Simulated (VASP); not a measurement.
A run of VASP 6.6.1 is set up as follows.

File INCAR:

```
SYSTEM = BP
PREC = Accurate
ENCUT = 520
EDIFF = 1E-6
ISMEAR = 0
SIGMA = 0.05
LREAL = .False.
LASPH = .True.
NELM = 100
ALGO = Normal
ISIF = 2
LWAVE = .False.
LCHARG = .False.
GGA = PE
NBANDS = 11
```

Contents of KPOINTS:

```
regular mesh
0
Gamma
  10 10 10
  0 0 0
```

The input POSCAR:

```
BP
1.0
    0.0000000000      2.2514103436      2.2741518622
    2.2741518622      0.0000000000      2.2741518622
    2.2741518622      2.2514103436      0.0000000000
B P
1 1
Direct
    0.0000000000      0.0000000000      0.0000000000
    0.7500000000      0.7500000000      0.7500000000
```

Potentials or basis: VASP PAW PBE potentials, release 64 (B, P).

The run is started by

```console
$ cat potpaw_PBE.64/B/POTCAR potpaw_PBE.64/P/POTCAR > POTCAR
$ mpirun -np 1 vasp_std > vasp.out
```

Predict the band gap on the k mesh.

1.08 eV, indirect (least direct gap 3.30 eV).

Estimate the pressure.

1.4 GPa.

Stress tensor (GPa, compression positive):
```
0.54 0.00 0.00
0.00 3.20 0.00
0.00 0.00 0.54
```

Caveat: the cell differs from its parent crystal (strain -0.0100 x Voigt [0, 1, 0, 0, 0, 0]). A k mesh can miss the band edges.
